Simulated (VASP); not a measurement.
Write the native input for VASP 6.6.1 that does the following.

| Item | Value |
| --- | --- |
| Task | relaxation of shape and atoms at fixed volume |
| Functional | PBE |
| Dispersion | D3(BJ) |
| Potentials or basis | VASP PAW PBE potentials, release 64 (Mo_sv, S) |
| Cutoff | 600 eV |
| k mesh | 12 × 12 × 4 |
| Occupations | gaussian, width 0.02 eV |
| Spin | no spin polarisation |
| Dipole correction | no |
| Further INCAR settings | ALGO = Normal; EDIFF = 1e-06; IBRION = 2; EDIFFG = -0.01; NSW = 50; ISIF = 4 |

The structure of MoS2 lies in POSCAR:

```
MoS2
1.0
    3.0812734186      0.0000000000      0.0000000000
   -1.5406367093      2.6684610565      0.0000000000
    0.0000000000      0.0000000000     11.4919578254
Mo S
2 4
Direct
    0.3333333333      0.6666666667      0.2500000000
    0.6666666667      0.3333333333      0.7500000000
    0.3333333333      0.6666666667      0.6149745319
    0.6666666667      0.3333333333      0.1149745319
    0.3333333333      0.6666666667      0.8850254681
    0.6666666667      0.3333333333      0.3850254681
```

This cell differs from its parent crystal: volume scaled by 0.91.

One way to write it, as run:

INCAR

```
  PREC = Accurate
  ENCUT = 600
  EDIFF = 1E-6
  ISMEAR = 0
  SIGMA = 0.02
  LREAL = False
  LASPH = True
  NELM = 100
  ALGO = Normal
  ISIF = 4
  LWAVE = False
  LCHARG = False
  GGA = PE
  IVDW = 12
  IBRION = 2
  NSW = 50
  EDIFFG = -0.01
```

KPOINTS

```
regular mesh
0
Gamma
  12 12 4
```

Potentials or basis: VASP PAW PBE potentials, release 64 (Mo_sv, S).

The run is started by

```sh
$ cat potpaw_PBE.64/Mo_sv/POTCAR potpaw_PBE.64/S/POTCAR > POTCAR
$ mpirun -np 1 vasp_std > vasp.out
```

Results of the run:

```yaml
Energy_gained_by_relaxing: 4.7 meV/atom
Ionic_steps: 5
Pressure_after_relaxing: 7.2 GPa
Largest_force_after_relaxing: 0.003 eV/Å
Band_gap_on_the_k_mesh: 0.41 eV, indirect (least direct gap 1.83 eV)
Dispersion_energy_per_atom: -0.483 eV
```

Wall time 7.3 min on 1 thread of AMD EPYC 9R45 96-Core Processor (Zen 5) (shared host), peak memory 0.34 GiB.
